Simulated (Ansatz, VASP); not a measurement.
Sn: VASP beside Ansatz

INCAR

```
PREC = Accurate
ENCUT = 520
EDIFF = 1E-8
ISMEAR = -1
SIGMA = 0.05
LREAL = F
LASPH = T
NELM = 60
ALGO = Normal
ISIF = 2
LWAVE = F
LCHARG = F
GGA = CA
LEFG = T
NBANDS = 21
```

Contents of KPOINTS:

```
regular mesh
0
Gamma
  15 15 15
```

Contents of POSCAR:

```
Sn
1.0
   -2.9158500000      2.9158500000      1.5588370000
    2.9158500000     -2.9158500000      1.5588370000
    2.9158500000      2.9158500000     -1.5588370000
Sn
2
Direct
    0.0000000000      0.0000000000      0.0000000000
    0.7500000000      0.2500000000      0.5000000000
```

Input for Ansatz:

```yaml
crystal:
  lattice:
    - [-2.91585, 2.91585, 1.558837]
    - [2.91585, -2.91585, 1.558837]
    - [2.91585, 2.91585, -1.558837]
  atoms:
    - { symbol: Sn, position: [0.0, 0.0, 0.0] }
    - { symbol: Sn, position: [0.75, 0.25, 0.5] }
kpoints:
  mp_grid: { grid: [15, 15, 15] }
scf:
  occupations: { method: fermi_dirac, width: 0.05 }
hamiltonian:
  xc: lda
  pseudopotentials: { kind: paw }
output:
  forces: true
  stress: true
  eigenvalues: true
  efg: { contact_densities: true }
```

Change from the starting cell: zz strain of -2 %, PAW files.

Alike in both runs: task electric field gradients; functional LDA; k mesh 15 × 15 × 15; occupations fermi-dirac, width 0.05 eV; no spin polarisation.

```csv
,VASP,Ansatz
version,VASP 6.6.1,Ansatz 0.2.0
potentials or method,"VASP PAW LDA potentials, release 64 (Sn_d)","PAW with Ansatz's default frozen-core files, scalar-relativistic"
plane-wave cutoff (eV),520,420
valence electrons in the cell,28,28
```

```tsv
	VASP	Ansatz	Ansatz less VASP
pressure (GPa)	-0.7	-0.7	-0.01
traceless stress, the component that is largest in VASP (GPa)	0.07	0.06	-0.005
size of Vzz on the site where it differs most (V/Å²)	36.6	37.4	+0.81
```

LDA's correlation is that of Perdew and Zunger in VASP and of Perdew and Wang (1992) in Ansatz.
